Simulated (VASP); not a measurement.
# AlRu (Cm) in VASP: further runs

The runs below take AlRu through single point, with PBE.

All numbers are computed with VASP 6.6.1; they aren't measurements. Logs are shortened: lines on timing, memory, paths and dates and some standing lists are left out, and cuts for length are marked.

## Step 1: The cell of the first run

It takes space group Cm (No. 8, monoclinic). The conventional cell has a = 4.248 Å, b = 4.248 Å, c = 3.004 Å, α = 90.00°, β = 90.00°, γ = 90.00°. Within 2.6 Å of Al (site symmetry m) lie 4 Ru at 1.98 to 2.57 Å. Ru (site symmetry m) has 4 Al at 1.98 to 2.57 Å within 2.6 Å.

## Step 2: Single point, PBE (atom 1 (Al) moved by (-0.450, -0.450) A along [1 1 0] and z)

File INCAR:

```
SYSTEM = AlRu
PREC     = Accurate       ! precision mode
ENCUT    = 520            ! plane-wave cutoff, eV
EDIFF    = 1E-6           ! SCF threshold, eV
ISMEAR   = 0              ! smearing method
SIGMA    = 0.15           ! smearing width, eV
LREAL    = .False.        ! projectors in reciprocal space
LASPH    = .True.         ! aspherical terms in the spheres
NELM     = 60             ! most SCF steps
ALGO     = Fast           ! electronic algorithm
ISIF     = 2              ! what is computed and relaxed
LWAVE    = .False.        ! write WAVECAR
LCHARG   = .False.        ! write CHGCAR
GGA      = PE             ! functional
NBANDS   = 16             ! bands
```

File KPOINTS:

```
Automatic mesh
0
Gamma
  20 20 20
  0 0 0
```

File POSCAR:

```
AlRu
1.0
    3.0040847246      0.0000000000      0.0000000000
    0.0000000000      3.0040847246      0.0000000000
    0.0000000000      0.0000000000      3.0040847246
Al Ru
1 1
Direct
   -0.1059217967     -0.1059217967     -0.1497960415
    0.5000000000      0.5000000000      0.5000000000
```

Potentials or basis: VASP PAW PBE potentials, release 64 (Al, Ru_pv).

Started as:

```
$ cat potpaw_PBE.64/Al/POTCAR potpaw_PBE.64/Ru_pv/POTCAR > POTCAR
$ mpirun -np 1 vasp_std > vasp.out
```

OUTCAR:

```text
SYSTEM = AlRu
   PREC = Accurate
   ENCUT = 520
   EDIFF = 1E-6
   ISMEAR = 0
   LREAL = .False.
   LASPH = .True.
   NELM = 60
   ISIF = 2
   GGA = PE

 ion  position               nearest neighbor table
   1  0.894  0.894  0.850-   2 1.98   2 2.41   2 2.41   2 2.57   2 2.78   2 2.92   2 2.92   2 3.23

   2  0.500  0.500  0.500-   1 1.98   1 2.41   1 2.41   1 2.57   1 2.78   1 2.92   1 2.92   1 3.23

  LATTYP: Found a simple cubic cell.
 ALAT       =     3.0040847246

  Lattice vectors:

 A1 = (   3.0040847246,   0.0000000000,   0.0000000000)
 A2 = (   0.0000000000,   3.0040847246,   0.0000000000)
 A3 = (   0.0000000000,   0.0000000000,   3.0040847246)

Analysis of symmetry for initial positions (statically):
=====================================================================
 Subroutine PRICEL returns:
 Original cell was already a primitive cell.

 Routine SETGRP: Setting up the symmetry group for a
 simple cubic supercell.

 Subroutine GETGRP returns: Found  2 space group operations
 (whereof  2 operations were pure point group operations)
 out of a pool of 48 trial point group operations.

The static configuration has the point symmetry C_1h.

Analysis of symmetry for dynamics (positions and initial velocities):
=====================================================================
 Subroutine PRICEL returns:
 Original cell was already a primitive cell.

 Routine SETGRP: Setting up the symmetry group for a
 simple cubic supercell.

 Subroutine GETGRP returns: Found  2 space group operations
 (whereof  2 operations were pure point group operations)
 out of a pool of 48 trial point group operations.

The dynamic configuration has the point symmetry C_1h.

 Subroutine INISYM returns: Found  2 space group operations
 (whereof  2 operations are pure point group operations),
 and found     1 'primitive' translations

----------------------------------------------------------------------------------------

                                     Primitive cell

  volume of cell :      27.1104

  direct lattice vectors                    reciprocal lattice vectors
     3.004084725  0.000000000  0.000000000     0.332880092  0.000000000  0.000000000
     0.000000000  3.004084725  0.000000000     0.000000000  0.332880092  0.000000000
     0.000000000  0.000000000  3.004084725     0.000000000  0.000000000  0.332880092

  length of vectors
     3.004084725  3.004084725  3.004084725     0.332880092  0.332880092  0.332880092

  position of ions in fractional coordinates (direct lattice)
     0.894078203  0.894078203  0.850203959
     0.500000000  0.500000000  0.500000000

  ion indices of the primitive-cell ions
   primitive index   ion index
                 1           1
                 2           2

----------------------------------------------------------------------------------------

 KPOINTS: Automatic mesh

Automatic generation of k-mesh.
 Grid dimensions read from file:
 generate k-points for:   20   20   20

 Generating k-lattice:

  Cartesian coordinates                     Fractional coordinates (reciprocal lattice)
     0.016644005  0.000000000  0.000000000     0.050000000  0.000000000  0.000000000
     0.000000000  0.016644005  0.000000000     0.000000000  0.050000000  0.000000000
     0.000000000  0.000000000  0.016644005     0.000000000  0.000000000  0.050000000

  Length of vectors
     0.016644005  0.016644005  0.016644005

  Shift w.r.t. Gamma in fractional coordinates (k-lattice)
     0.000000000  0.000000000  0.000000000

 Subroutine IBZKPT returns following result:
 ===========================================

 Found   2112 irreducible k-points:

 Following reciprocal coordinates:
            Coordinates               Weight
  0.000000  0.000000  0.000000      1.000000
  0.050000  0.000000  0.000000      4.000000
  0.000000  0.000000  0.050000      2.000000
  0.100000  0.000000  0.000000      4.000000
  0.000000  0.000000  0.100000      2.000000
  0.150000  0.000000  0.000000      4.000000
[... 16 lines left out ...]
  0.000000  0.050000  0.050000      4.000000
 -0.050000  0.050000  0.000000      2.000000
 [... further k-points ...]
   k-points           NKPTS =   2112   k-points in BZ     NKDIM =   2112   number of bands    NBANDS=     16
   number of dos      NEDOS =    301   number of ions     NIONS =      2
   total plane-waves  NPLWV =  13824
   dimension x,y,z NGX =    24 NGY =   24 NGZ =   24
   dimension x,y,z NGXF=    48 NGYF=   48 NGZF=   48
   ions per type =               1   1
   NGX,Y,Z   is equivalent  to a cutoff of  13.28, 13.28, 13.28 a.u.
   NGXF,Y,Z  is equivalent  to a cutoff of  26.56, 26.56, 26.56 a.u.
 SYSTEM =  AlRu
   PREC   = accura    normal or accurate (medium, high low for compatibility)
   ISTART =      0    job   : 0-new  1-cont  2-samecut
   ICHARG =      2    charge: 1-file 2-atom 10-const
   ISPIN  =      1    spin polarized calculation?
   LNONCOLLINEAR =      F non collinear calculations
   LSORBIT =      F    spin-orbit coupling
   LASPH  =      T    aspherical Exc in radial PAW
   ENCUT  =  520.0 eV  38.22 Ry    6.18 a.u.   5.59  5.59  5.59*2*pi/ulx,y,z
   NELM   =     60;   NELMIN=  2; NELMDL= -5     # of ELM steps
   EDIFF  = 0.1E-05   stopping-criterion for ELM
   LREAL  =      F    real-space projection
   EDIFFG = 0.1E-04   stopping-criterion for IOM
   NSW    =      0    number of steps for IOM
   IBRION =     -1    ionic relax: 0-MD 1-quasi-New 2-CG
   NFREE  =      0    steps in history (QN), initial steepest desc. (CG)
   ISIF   =      2    stress and relaxation
   ISYM   =      2    0-nonsym 1-usesym 2-fastsym
   POTIM  = 0.5000    time-step for ionic-motion
   TEBEG  =    0.0;   TEEND  =   0.0 temperature during run
   PSTRESS=    0.0 pullay stress
   NELECT =      17.0000    total number of electrons
   NUPDOWN=      -1.0000    fix difference up-down
   EMIN   =  10.00;   EMAX   =-10.00  energy-range for DOS
   EFERMI =   0.00;   METHOD = LEGACY
   ISMEAR =     0;   SIGMA  =   0.15  broadening in eV -4-tet -1-fermi 0-gaus
   EFERMI_NEDOS =   21; number of points for ismear=-14 and -15
   IALGO  =     68    algorithm
   IMIX   =      4    mixing-type and parameters
     AMIX     =   0.40;   BMIX     =  1.00
     AMIX_MAG =   1.60;   BMIX_MAG =  1.00
  volume/ion in A,a.u.               =      13.56        91.48
  Fermi-wavevector in a.u.,A,eV,Ry     =   1.401239  2.647958 26.714651  1.963471
  Thomas-Fermi vector in A             =   2.524120
   LORBIT       =      0    0 simple, 1 ext, 2 COOP (PROOUT), +10 PAW based schemes
   GGA     = PE    functional components
   LHFCALC =     F    Hartree Fock is set to
   AEXX    =    0.0000 exact exchange contribution
   IVDW    =     0    specifies the selected vdW correction
   LEPSILON=     F    determine dielectric tensor
   LRPA    =     F    only Hartree local field effects (RPA)
 non-spin polarized calculation
 RMM-DIIS sequential band-by-band and
 Gauss-broadening in eV      SIGMA  =   0.15
  energy-cutoff  :      520.00
  volume of cell :       27.11
 maximum number of plane-waves:       743
   NGX = 11   NGY = 11   NGZ = 11

 number of electron      16.9999996 magnetization

 Free energy of the ion-electron system (eV)
  ---------------------------------------------------
  ext. energy  EPLUGINS =         0.00000000
  ---------------------------------------------------
  free energy    TOTEN  =       -12.07794063 eV

  energy without entropy =      -12.05801566  energy(sigma->0) =      -12.06797814

 E-fermi :  10.3368     XC(G=0): -12.3774

 val. band max:       10.3366924497   @ k =   0.4500  -0.1500   0.2500
 cond. band min:      10.3368767757   @ k =  -0.4500   0.1500   0.4000
 fundamental gap:      0.0001843260
 Fermi energy:        10.3368171477

 k-point     1 :       0.0000    0.0000    0.0000
  band No.  band energies     occupation
      1     -31.4354      2.00000
      2     -31.2465      2.00000
      3     -31.2131      2.00000
      4       1.0856      2.00000
      5       6.4863      2.00000
      6       6.6114      2.00000
[... 8 lines left out ...]
     15      22.9508      0.00000
     16      23.5540      0.00000

 k-point     2 :       0.0500    0.0000    0.0000
  band No.  band energies     occupation
      1     -31.4370      2.00000
      2     -31.2489      2.00000
      3     -31.2134      2.00000
      4       1.1337      2.00000
      5       6.5064      2.00000
      6       6.6284      2.00000
[... 8 lines left out ...]
     15      22.9524      0.00000
     16      23.7557      0.00000

 k-point     3 :       0.0000    0.0000    0.0500
  band No.  band energies     occupation
      1     -31.4365      2.00000
      2     -31.2461      2.00000
      3     -31.2167      2.00000
      4       1.1324      2.00000
      5       6.5003      2.00000
      6       6.6322      2.00000
[... 8 lines left out ...]
     15      22.9521      0.00000
     16      23.6960      0.00000

 k-point     4 :       0.1000    0.0000    0.0000
  band No.  band energies     occupation
      1     -31.4422      2.00000
      2     -31.2561      2.00000
      3     -31.2136      2.00000
      4       1.2769      2.00000
      5       6.5610      2.00000
      6       6.6783      2.00000
[... 8 lines left out ...]
     15      22.9548      0.00000
     16      24.3838      0.00000

 k-point     5 :       0.0000    0.0000    0.1000
  band No.  band energies     occupation
      1     -31.4401      2.00000
      2     -31.2449      2.00000
      3     -31.2265      2.00000
      4       1.2714      2.00000
      5       6.5414      2.00000
      6       6.6886      2.00000
[... 8 lines left out ...]
     15      22.9548      0.00000
     16      24.1935      0.00000

 k-point     6 :       0.1500    0.0000    0.0000
  band No.  band energies     occupation
      1     -31.4516      2.00000
      2     -31.2667      2.00000
      3     -31.2129      2.00000
      4       1.5112      2.00000
      5       6.6359      2.00000
      6       6.7550      2.00000
[... 8 lines left out ...]
     15      22.9563      0.00000
     16      25.3332      0.00000
[... 267 lines left out ...]
 k-point    21 :       0.0000    0.0000    0.5000
  band No.  band energies     occupation
      1     -31.5333      2.00000
      2     -31.3014      2.00000
      3     -31.2289      2.00000
      4       4.4183      2.00000
      5       5.5119      2.00000
      6       7.1261      2.00000
[... 8 lines left out ...]
     15      22.9554      0.00000
     16      23.8993      0.00000

 k-point    22 :       0.0500    0.0500    0.0000
  band No.  band energies     occupation
      1     -31.4388      2.00000
      2     -31.2511      2.00000
      3     -31.2138      2.00000
      4       1.1819      2.00000
      5       6.5264      2.00000
      6       6.6463      2.00000
[... 8 lines left out ...]
     15      22.9527      0.00000
     16      23.8685      0.00000

 k-point    23 :       0.0000    0.0500    0.0500
  band No.  band energies     occupation
      1     -31.4383      2.00000
      2     -31.2485      2.00000
      3     -31.2168      2.00000
      4       1.1807      2.00000
      5       6.5217      2.00000
      6       6.6492      2.00000
[... 8 lines left out ...]
     15      22.9527      0.00000
     16      23.8492      0.00000

 k-point    24 :      -0.0500    0.0500    0.0000
  band No.  band energies     occupation
      1     -31.4385      2.00000
      2     -31.2515      2.00000
      3     -31.2137      2.00000
      4       1.1816      2.00000
      5       6.5283      2.00000
      6       6.6434      2.00000
[... 8 lines left out ...]
     15      22.9533      0.00000
     16      23.9506      0.00000

 [... further k-points ...]

------------------------ aborting loop because EDIFF is reached ----------------------------------------

  FORCE on cell =-STRESS in cart. coord.  units (eV):
  Direction    XX          YY          ZZ          XY          YZ          ZX
  --------------------------------------------------------------------------------------
  -------------------------------------------------------------------------------------
  Total        6.5736491      6.5736491      4.5726126      4.4047833      4.7466278      4.7466270
  in kB      388.4906503    388.4906503    270.2330495    260.3146419    280.5170276    280.5169790
  external PRESSURE =     349.0714500 kB  Pullay stress =       0.0000000 kB

 VOLUME and BASIS-vectors are now :
 -----------------------------------------------------------------------------
  energy-cutoff  :      520.00
  volume of cell :       27.11
      direct lattice vectors                 reciprocal lattice vectors
     3.004084725  0.000000000  0.000000000     0.332880092  0.000000000  0.000000000
     0.000000000  3.004084725  0.000000000     0.000000000  0.332880092  0.000000000
     0.000000000  0.000000000  3.004084725     0.000000000  0.000000000  0.332880092

 POSITION                                       TOTAL-FORCE (eV/Angst)
 -----------------------------------------------------------------------------------
      2.68589      2.68589      2.55408         5.318291      5.318291      5.797249
      1.50204      1.50204      1.50204        -5.318291     -5.318291     -5.797249
 -----------------------------------------------------------------------------------
    total drift:                               -0.000133     -0.000133     -0.000214

  FREE ENERGIE OF THE ION-ELECTRON SYSTEM (eV)
  ---------------------------------------------------
  free  energy   TOTEN  =       -12.0779406282 eV

  energy  without entropy=      -12.0580156598  energy(sigma->0) =      -12.06797814
```

It took 3.5 min on 1 thread of Intel Xeon 6975P-C (Granite Rapids), shared host; peak memory 0.9 GiB.

What came out:

```
Free energy   : -12.0779 eV
Pressure      : 34.9 GPa
Largest force : 9.496 eV/Å
```

Forces in eV/Å, atoms in the order of the input:
```
Al   5.318  5.318  5.797
Ru  -5.318 -5.318 -5.797
```

Stress tensor (GPa, compression positive):
```
38.85 26.03 28.05
26.03 38.85 28.05
28.05 28.05 27.02
```

Caveat: the cell differs from its parent crystal (atom 1 (Al) moved by (-0.450, -0.450) A along [1 1 0] and z); forces of over 1 eV/Å act on the atoms, so gaps and moduli don't describe the material at rest.

(Part 1 of 2 ends here.)
